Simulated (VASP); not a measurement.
A run of VASP 6.6.1 is set up as follows.

File INCAR:

```
PREC = Accurate
ENCUT = 600
EDIFF = 1E-6
ISMEAR = -1
SIGMA = 0.01
LREAL = F
LASPH = T
NELM = 200
ALGO = Normal
ISIF = 2
LWAVE = F
LCHARG = F
ISPIN = 2
MAGMOM = 0 2
LORBIT = 11
LMAXMIX = 4
NBANDS = 22
GGA_COMPAT = F
```

File KPOINTS:

```
Automatic mesh
0
Gamma
  5 5 5
```

Contents of POSCAR:

```
GaCo
1.0
    2.8780000000      0.0000000000      0.0000000000
    0.0000000000      2.8780000000      0.0000000000
    0.0000000000      0.0000000000      2.8780000000
Ga Co
1 1
Direct
    0.5074210000      0.4969440000      0.5225020000
    0.0098300000     -0.0159120000     -0.0054720000
```

Potentials or basis: VASP PAW LDA potentials, release 64 (Ga_d, Co).

Command:

```bash
$ cat potpaw_LDA.64/Ga_d/POTCAR potpaw_LDA.64/Co/POTCAR > POTCAR
$ mpirun -np 1 vasp_std > vasp.out
```

Question: What does it give for the largest force?

Answer: 0.475 eV/Å.

Question: Estimate the site moments.

Answer: Ga +0.00; Co -0.07 μB.

Stress tensor (GPa, compression positive):
```
-12.31  -0.05  -0.10
 -0.05 -12.38   0.51
 -0.10   0.51 -12.62
```

Caveat: the k points lie up to 0.44 Å⁻¹ apart.
